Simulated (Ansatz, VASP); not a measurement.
Two plane-wave programs on LuTiS2

File POSCAR:

```
LuTiS2
1.0
    4.4569143700      0.0000000000      0.0000000000
    0.0000000000      8.7158533500      0.0000000000
    0.0337831900      0.0000000000      4.4603375900
Lu Ti S
2 2 4
Direct
    0.7500000000      0.1976000000      0.2500000000
    0.2500000000      0.8024000000      0.7500000000
    0.7500000000      0.5938000000      0.2500000000
    0.2500000000      0.4062000000      0.7500000000
    0.7500000000      0.8490000000      0.2500000000
    0.2500000000      0.1510000000      0.7500000000
    0.2500000000      0.5000000000      0.2500000000
    0.7500000000      0.5000000000      0.7500000000
```

INCAR.step1

```
  PREC = Accurate
  ENCUT = 520
  ISMEAR = -1
  SIGMA = 0.1
  LREAL = False
  LASPH = True
  NELM = 80
  NBANDS = 59
  GGA = PE
  ALGO = Normal
  EDIFF = 1E-4
  LWAVE = True
  LCHARG = False
  KPAR = 4
```

The input INCAR.step2:

```
  PREC = Accurate
  ENCUT = 520
  EDIFF = 1E-7
  ISMEAR = -1
  SIGMA = 0.1
  LREAL = False
  LASPH = True
  NELM = 80
  ALGO = Normal
  ISIF = 2
  LWAVE = False
  LCHARG = True
  METAGGA = R2SCAN
  LMIXTAU = True
  LVHAR = True
  NBANDS = 59
  ISTART = 1
  KPAR = 4
```

The input KPOINTS:

```
Automatic mesh
0
Gamma
  7 4 7
```

Input for Ansatz:

```yaml
crystal:
  lattice:
    - [4.45691437, 0.0, 0.0]
    - [0.0, 8.71585335, 0.0]
    - [0.03378319, 0.0, 4.46033759]
  atoms:
    - { symbol: Lu, position: [0.75, 0.1976, 0.25] }
    - { symbol: Lu, position: [0.25, 0.8024, 0.75] }
    - { symbol: Ti, position: [0.75, 0.5938, 0.25] }
    - { symbol: Ti, position: [0.25, 0.4062, 0.75] }
    - { symbol: S, position: [0.75, 0.849, 0.25] }
    - { symbol: S, position: [0.25, 0.151, 0.75] }
    - { symbol: S, position: [0.25, 0.5, 0.25] }
    - { symbol: S, position: [0.75, 0.5, 0.75] }
  symmetry: { tolerance: 0.0003 }
kpoints:
  mp_grid: { grid: [7, 4, 7], shift: [0, 0, 0] }
  band_path:
    path:
      - [0.0, 0.0, 0.0]
      - [0.0, 0.5, 0.0]
      - [0.0, 0.5, 0.5]
      - [0.0, 0.0, 0.5]
      - [0.0, 0.0, 0.0]
      - [-0.5, 0.0, 0.0]
      - [-0.5, 0.5, 0.0]
      - [0.0, 0.5, 0.0]
      - [-0.5, 0.5, -0.5]
      - [-0.5, 0.0, -0.5]
      - [0.0, 0.0, 0.0]
    npoints: 6
magnetization:
  spin_polarized: false
scf:
  occupations: { method: fermi_dirac }
  lower_state_search: "off"
  max_iter: 200
hamiltonian:
  pseudopotentials: { kind: paw }
  xc: r2scan
basis:
  ecutwfc: 500
  fft_grid_basis: typed
output:
  forces: true
  stress: true
  eigenvalues: true
  bader: true
  populations: true
  elf: true
  write_potential: true
  volumetric_format: npy
  dos:
    e_range: [-12, 8]
    de: 0.05
    projected: { site_lists: { Lu: [Lu], S: [S], Ti: [Ti] } }
checkpoint:
  read: saved_state
```

Alike in both runs: task single point; functional r2SCAN; k mesh 7 × 4 × 7; no spin polarisation.

|  | VASP | Ansatz |
| --- | --- | --- |
| version | VASP 6.6.1 | Ansatz 0.2.0 |
| potentials or method | VASP PAW PBE potentials, release 64 (Lu, Ti_sv, S), cutoff 520 eV | PAW plane waves |
| occupations | fermi-dirac, width 0.1 eV | fermi-dirac |
| valence electrons in the cell | 98 | 98 |

```tsv
	VASP	Ansatz	Ansatz less VASP
pressure (GPa)	-3.6	-3.9	-0.21
traceless stress, the component that is largest in VASP (GPa)	0.85	0.87	+0.025
rms of the force components (eV/Å)	0.705	0.700	-0.0046
```

VASP's potentials were made for PBE, not for r2SCAN. Atom by atom the forces differ by 0.010 eV/Å (rms over components).

Neither program's run includes spin-orbit coupling.
